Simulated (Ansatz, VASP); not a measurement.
# One calculation of BaTiO3, two programs

Contents of INCAR:

```
PREC     = Accurate       # precision mode
ENCUT    = 520            # plane-wave cutoff, eV
EDIFF    = 1E-6           # SCF threshold, eV
ISMEAR   = 0              # smearing method
SIGMA    = 0.05           # smearing width, eV
LREAL    = False          # projectors in reciprocal space
LASPH    = True           # aspherical terms in the spheres
NELM     = 80             # most SCF steps
ALGO     = Normal         # electronic algorithm
ISIF     = 2              # what is computed and relaxed
LWAVE    = False          # write WAVECAR
LCHARG   = False          # write CHGCAR
GGA      = PE             # functional
NBANDS   = 28             # bands
```

KPOINTS

```
Automatic mesh
0
Gamma
  8 8 8
```

The input POSCAR:

```
BaTiO3
1.0
    4.0192501416      0.0000000000      0.0000000000
    0.0000000000      4.0192501416      0.0000000000
    0.0000000000      0.0000000000      4.0192501416
Ba Ti O
1 1 3
Direct
    0.5000000000      0.5000000000      0.5000000000
    0.0000000000      0.0000000000      0.0000000000
    0.5000000000     -0.0140744021     -0.0140744021
    0.0000000000      0.5000000000      0.0000000000
    0.0000000000      0.0000000000      0.5000000000
```

Input for Ansatz:

```yaml
crystal:
  lattice:
    - [4.0192501416, 0.0, 0.0]
    - [0.0, 4.0192501416, 0.0]
    - [0.0, 0.0, 4.0192501416]
  atoms:
    - { symbol: Ba, position: [0.5, 0.5, 0.5] }
    - { symbol: Ti, position: [0.0, 0.0, 0.0] }
    - { symbol: O, position: [0.5, -0.0140744021, -0.0140744021] }
    - { symbol: O, position: [0.0, 0.5, 0.0] }
    - { symbol: O, position: [0.0, 0.0, 0.5] }
basis:
  ecutwfc: 420
kpoints:
  mp_grid: { grid: [8, 8, 8] }
hamiltonian:
  xc: pbe
scf:
  occupations: { method: gaussian, width: 0.05 }
output:
  forces: true
  stress: true
  eigenvalues: true
  write_density: true
  write_potential: true
  elf: true
  volumetric_format: npy
```

Alike in both runs: task single point; functional PBE; k mesh 8 × 8 × 8; occupations gaussian, width 0.05 eV; no spin polarisation.

```csv
,VASP,Ansatz
version,VASP 6.6.1,Ansatz 0.2.0
potentials or method,"VASP PAW PBE potentials, release 64 (Ba_sv, Ti_sv, O), cutoff 520 eV","scalar-relativistic, plane waves, PAW"
valence electrons in the cell,40,40
```

VASP gave:

```
gap on the k mesh at the Fermi level (eV)                     : 1.71
least direct gap on the mesh (eV)                             : 1.88
pressure (GPa)                                                : 1.8
traceless stress, the component that is largest in VASP (GPa) : -0.07
rms of the force components (eV/Å)                            : 0.150
```

Which values does Ansatz return?

gap on the k mesh at the Fermi level (eV): 1.78; least direct gap on the mesh (eV): 1.90; pressure (GPa): 0.0; traceless stress, the component that is largest in VASP (GPa): -0.05; rms of the force components (eV/Å): 0.145.

Atom by atom the forces differ by 0.009 eV/Å (rms over components). With one functional, cell and mesh, what is left measures potentials, basis and numerics.

Spin-orbit coupling is off throughout.
